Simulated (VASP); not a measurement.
# Nb (Im-3m) in VASP: a series of runs, part 2 of 2

VASP 6.6.1.

## 5. Single point, r2SCAN

Input file POSCAR:

```
Nb
1.0
   -1.6511317439      1.6511317439      1.6511317439
    1.6511317439     -1.6511317439      1.6511317439
    1.6511317439      1.6511317439     -1.6511317439
Nb
1
Direct
    0.0000000000      0.0000000000      0.0000000000
```

Input file INCAR.step1:

```
PREC = Accurate ; ENCUT = 520
ISMEAR = 1 ; SIGMA = 0.01
LREAL = F ; LASPH = T
NELM = 100 ; NBANDS = 12
GGA = PE ; ALGO = Normal
EDIFF = 1E-4 ; LWAVE = T
LCHARG = F
```

Input file INCAR.step2:

```
PREC = Accurate ; ENCUT = 520
EDIFF = 1E-6 ; ISMEAR = 1
SIGMA = 0.01 ; LREAL = F
LASPH = T ; NELM = 100
ALGO = Normal ; ISIF = 2
LWAVE = F ; LCHARG = F
METAGGA = R2SCAN ; LMIXTAU = T
NBANDS = 12 ; ISTART = 1
```

Input file KPOINTS:

```
Automatic mesh
0
Gamma
  13 13 13
```

Potentials or basis: VASP PAW PBE potentials, release 64 (Nb_sv).

On the command line:

```console
cat potpaw_PBE.64/Nb_sv/POTCAR > POTCAR
cp INCAR.step1 INCAR
mpirun -np 1 vasp_std > vasp.out
cp INCAR.step2 INCAR
mpirun -np 1 vasp_std > vasp.out
```

OUTCAR:

```text
PREC = Accurate
   ENCUT = 520
   EDIFF = 1E-6
   ISMEAR = 1
   LREAL = F
   LASPH = T
   NELM = 100
   ISIF = 2
   METAGGA = R2SCAN
   ISTART = 1

 ion  position               nearest neighbor table
   1  0.000  0.000  0.000-

  LATTYP: Found a body centered cubic cell.
 ALAT       =     3.3022634878

  Lattice vectors:

 A1 = (  -1.6511317439,   1.6511317439,   1.6511317439)
 A2 = (   1.6511317439,  -1.6511317439,   1.6511317439)
 A3 = (   1.6511317439,   1.6511317439,  -1.6511317439)

Analysis of symmetry for initial positions (statically):
=====================================================================
 Subroutine PRICEL returns:
 Original cell was already a primitive cell.

 Routine SETGRP: Setting up the symmetry group for a
 body centered cubic supercell.

 Subroutine GETGRP returns: Found 48 space group operations
 (whereof 48 operations were pure point group operations)
 out of a pool of 48 trial point group operations.

The static configuration has the point symmetry O_h .

[... 164 lines left out ...]
 Fermi energy:        11.1121230720

 k-point     1 :       0.0000    0.0000    0.0000
  band No.  band energies     occupation
      1     -45.0037      2.00000
      2     -19.5434      2.00000
      3     -19.5434      2.00000
      4     -19.5434      2.00000
      5       4.8572      2.00000
      6      11.5914      0.00000
      7      11.5914      0.00000
      8      11.5914      0.00000
      9      14.7131      0.00000
     10      14.7131      0.00000
     11      26.0203      0.00000
     12      26.0203      0.00000
[... 331 lines left out ...]
 k-point    24 :       0.2308    0.0769    0.0769
  band No.  band energies     occupation
      1     -44.8094      2.00000
      2     -20.5805      2.00000
      3     -19.8561      2.00000
      4     -19.6265      2.00000
      5       7.8172      2.00000
      6       9.8813      2.00000
      7      10.5840      2.00000
      8      14.4962      0.00000
      9      15.0538      0.00000
     10      16.1657      0.00000
     11      25.8156      0.00000
     12      26.5949      0.00000

 [... further k-points ...]

------------------------ aborting loop because EDIFF is reached ----------------------------------------

  FORCE on cell =-STRESS in cart. coord.  units (eV):
  Direction    XX          YY          ZZ          XY          YZ          ZX
  --------------------------------------------------------------------------------------
  -------------------------------------------------------------------------------------
  Total       -0.0751435     -0.0751435     -0.0751435      0.0000000      0.0000000     -0.0000000
  in kB       -6.6864706     -6.6864706     -6.6864706      0.0000000      0.0000000     -0.0000000
  external PRESSURE =      -6.6864706 kB  Pullay stress =       0.0000000 kB

 VOLUME and BASIS-vectors are now :
 -----------------------------------------------------------------------------
  energy-cutoff  :      520.00
  volume of cell :       18.01
      direct lattice vectors                 reciprocal lattice vectors
    -1.651131744  1.651131744  1.651131744     0.000000000  0.302822595  0.302822595
     1.651131744 -1.651131744  1.651131744     0.302822595  0.000000000  0.302822595
     1.651131744  1.651131744 -1.651131744     0.302822595  0.302822595  0.000000000

 POSITION                                       TOTAL-FORCE (eV/Angst)
 -----------------------------------------------------------------------------------
      0.00000      0.00000      0.00000         0.000000      0.000000      0.000000
 -----------------------------------------------------------------------------------
    total drift:                                0.000000      0.000000     -0.000000

  FREE ENERGIE OF THE ION-ELECTRON SYSTEM (eV)
  ---------------------------------------------------
  free  energy   TOTEN  =       -24.8487008399 eV

  energy  without entropy=      -24.8486871651  energy(sigma->0) =      -24.84869628
```

It took 24 s on 1 thread of Intel Xeon 6975P-C (Granite Rapids), shared host; peak memory 0.15 GiB.

What came out:

```yaml
Free_energy: -24.8487 eV
Pressure: -0.7 GPa
Band_gap_on_the_k_mesh: zero (an odd number of electrons rules out a gap without spin polarisation)
```

Levels at points of the mesh, in eV from the Fermi level:
| k point | band 3 | band 4 | band 5 | band 6 | band 7 | band 8 | band 9 | band 10 |
| --- | --- | --- | --- | --- | --- | --- | --- | --- |
| (0.00, 0.00, 0.00) | -30.66 | -30.66 | -6.25 | 0.48 | 0.48 | 0.48 | 3.60 | 3.60 |

Caveat: the PAW data sets were made with another functional, which shifts forces and pressure a little.

## 6. Single point, r2SCAN

POSCAR is that of step 5.

Input file INCAR.step1:

```
PREC = Accurate
ENCUT = 520
ISMEAR = 1
SIGMA = 0.03
LREAL = F
LASPH = T
NELM = 60
NBANDS = 12
GGA = PE
ALGO = Normal
EDIFF = 1E-4
LWAVE = T
LCHARG = F
```

Input file INCAR.step2:

```
PREC = Accurate
ENCUT = 520
EDIFF = 1E-6
ISMEAR = 1
SIGMA = 0.03
LREAL = F
LASPH = T
NELM = 60
ALGO = Normal
ISIF = 2
LWAVE = F
LCHARG = T
METAGGA = R2SCAN
LMIXTAU = T
LELF = T
LVHAR = T
NBANDS = 12
ISTART = 1
```

KPOINTS is that of step 5.

Potentials or basis: VASP PAW PBE potentials, release 64 (Nb_sv).

On the command line:

```console
cat potpaw_PBE.64/Nb_sv/POTCAR > POTCAR
cp INCAR.step1 INCAR
mpirun -np 1 vasp_std > vasp.out
cp INCAR.step2 INCAR
mpirun -np 1 vasp_std > vasp.out
```

Run time: 21 s. Hardware: 1 thread of Intel Xeon 6975P-C (Granite Rapids), shared host; peak memory 0.15 GiB.

It converged, with:

| Property | Result |
| --- | --- |
| Free energy | -24.8487 eV |
| Pressure | -0.7 GPa |
| Band gap on the k mesh | zero (an odd number of electrons rules out a gap without spin polarisation) |

Levels at points of the mesh, in eV from the Fermi level:
```
           k point  band 3  band 4  band 5  band 6  band 7  band 8  band 9  band 10
(0.00, 0.00, 0.00)  -30.66  -30.66   -6.26    0.47    0.47    0.47    3.60     3.60
```

Caveat: the PAW data sets were made with another functional, which shifts forces and pressure a little.

## 7. Single point, r2SCAN

POSCAR is that of step 6.

Input file INCAR.step1:

```
  ALGO = Normal
  EDIFF = 1E-4
  ENCUT = 520
  GGA = PE
  ISMEAR = 1
  LASPH = T
  LCHARG = F
  LREAL = F
  LWAVE = T
  NBANDS = 12
  NELM = 100
  PREC = Accurate
  SIGMA = 0.1
```

Input file INCAR.step2:

```
  ALGO = Normal
  EDIFF = 1E-7
  ENCUT = 520
  ISIF = 2
  ISMEAR = 1
  ISTART = 1
  LASPH = T
  LCHARG = F
  LMIXTAU = T
  LREAL = F
  LWAVE = F
  METAGGA = R2SCAN
  NBANDS = 12
  NELM = 100
  PREC = Accurate
  SIGMA = 0.1
```

Input file KPOINTS:

```
k-points
0
Gamma
  13 13 13
```

Potentials or basis: VASP PAW PBE potentials, release 64 (Nb_sv).

On the command line:

```console
cat potpaw_PBE.64/Nb_sv/POTCAR > POTCAR
cp INCAR.step1 INCAR
mpirun -np 1 vasp_std > vasp.out
cp INCAR.step2 INCAR
mpirun -np 1 vasp_std > vasp.out
```

OUTCAR:

```text
EDIFF = 1E-7
   ENCUT = 520
   ISIF = 2
   ISMEAR = 1
   ISTART = 1
   LASPH = T
   LREAL = F
   METAGGA = R2SCAN
   NELM = 100
   PREC = Accurate

 ion  position               nearest neighbor table
   1  0.000  0.000  0.000-

  LATTYP: Found a body centered cubic cell.
 ALAT       =     3.3022634878

  Lattice vectors:

 A1 = (  -1.6511317439,   1.6511317439,   1.6511317439)
 A2 = (   1.6511317439,  -1.6511317439,   1.6511317439)
 A3 = (   1.6511317439,   1.6511317439,  -1.6511317439)
[... 539 lines left out ...]
     12      26.5962      0.00000

 [... further k-points ...]

------------------------ aborting loop because EDIFF is reached ----------------------------------------

  FORCE on cell =-STRESS in cart. coord.  units (eV):
  Direction    XX          YY          ZZ          XY          YZ          ZX
  --------------------------------------------------------------------------------------
  -------------------------------------------------------------------------------------
  Total       -0.0930541     -0.0930541     -0.0930541      0.0000000      0.0000000      0.0000000
  in kB       -8.2802002     -8.2802002     -8.2802002      0.0000000      0.0000000      0.0000000
  external PRESSURE =      -8.2802002 kB  Pullay stress =       0.0000000 kB

 VOLUME and BASIS-vectors are now :
 -----------------------------------------------------------------------------
  energy-cutoff  :      520.00
  volume of cell :       18.01
      direct lattice vectors                 reciprocal lattice vectors
    -1.651131744  1.651131744  1.651131744     0.000000000  0.302822595  0.302822595
     1.651131744 -1.651131744  1.651131744     0.302822595  0.000000000  0.302822595
     1.651131744  1.651131744 -1.651131744     0.302822595  0.302822595  0.000000000

 POSITION                                       TOTAL-FORCE (eV/Angst)
 -----------------------------------------------------------------------------------
      0.00000      0.00000      0.00000        -0.000000     -0.000000      0.000000
 -----------------------------------------------------------------------------------
    total drift:                                0.000000      0.000000     -0.000000

  FREE ENERGIE OF THE ION-ELECTRON SYSTEM (eV)
  ---------------------------------------------------
  free  energy   TOTEN  =       -24.8481667559 eV

  energy  without entropy=      -24.8496246767  energy(sigma->0) =      -24.84865273
```

OUTCAR.step1:

```text
EDIFF = 1E-4
   ENCUT = 520
   GGA = PE
   ISMEAR = 1
   LASPH = T
[... 576 lines left out ...]

 POSITION                                       TOTAL-FORCE (eV/Angst)
 -----------------------------------------------------------------------------------
      0.00000      0.00000      0.00000         0.000000     -0.000000     -0.000000
 -----------------------------------------------------------------------------------
    total drift:                                0.000000      0.000000     -0.000000

  FREE ENERGIE OF THE ION-ELECTRON SYSTEM (eV)
  ---------------------------------------------------
  free  energy   TOTEN  =       -10.2226418472 eV

  energy  without entropy=      -10.2238722624  energy(sigma->0) =      -10.22305199
```

OSZICAR.step1:

```text
N       E                     dE             d eps       ncg     rms          rms(c)
DAV:   1     0.117733621828E+03    0.11773E+03   -0.72571E+03  2016   0.108E+03
DAV:   2    -0.586353846891E+01   -0.12360E+03   -0.11920E+03  2156   0.391E+02
DAV:   3    -0.103358983982E+02   -0.44724E+01   -0.42842E+01  2904   0.658E+01
DAV:   4    -0.106238365828E+02   -0.28794E+00   -0.28629E+00  2780   0.151E+01
DAV:   5    -0.106366521827E+02   -0.12816E-01   -0.12813E-01  2972   0.258E+00    0.712E+00
DAV:   6    -0.102612288835E+02    0.37542E+00   -0.57963E-01  3244   0.968E+00    0.249E+00
DAV:   7    -0.102173177895E+02    0.43911E-01   -0.17976E-01  3328   0.537E+00    0.946E-01
DAV:   8    -0.102225957490E+02   -0.52780E-02   -0.12421E-02  2384   0.148E+00    0.370E-02
DAV:   9    -0.102226418472E+02   -0.46098E-04   -0.91188E-04  3124   0.269E-01
   1 F= -.10222642E+02 E0= -.10223052E+02  d E =0.123042E-02
```

It took 25 s on 1 thread of Intel Xeon 6975P-C (Granite Rapids), shared host; peak memory 0.15 GiB.

What came out:

```
Free energy            : -24.8482 eV
Pressure               : -0.8 GPa
Band gap on the k mesh : zero (an odd number of electrons rules out a gap without spin polarisation)
```

Caveat: the PAW data sets were made with another functional, which shifts forces and pressure a little.

## 8. The runs side by side

| smearing | gap on the mesh (eV) | pressure (GPa) |
| --- | --- | --- |
| gaussian 0.3 eV | none | 0.0 |
| gaussian 0.6 eV | none | 1.0 |
| gaussian 1 eV | none | 2.8 |
| methfessel-paxton 0.01 eV | none | -0.7 |
| methfessel-paxton 0.03 eV | none | -0.7 |
| methfessel-paxton 0.1 eV | none | -0.8 |

Alike in all rows: task single point; level r2SCAN; potentials or basis VASP PAW PBE potentials, release 64 (Nb_sv); no spin polarisation; cell as given; k mesh 13 × 13 × 13; cutoff (eV) 520.

Caveats: the PAW data sets were made with another functional, which shifts forces and pressure a little; so wide a smearing shifts energies and pressures (at least some runs).

Total energies depend on the potentials used, so only differences within one code and one set of settings carry meaning.
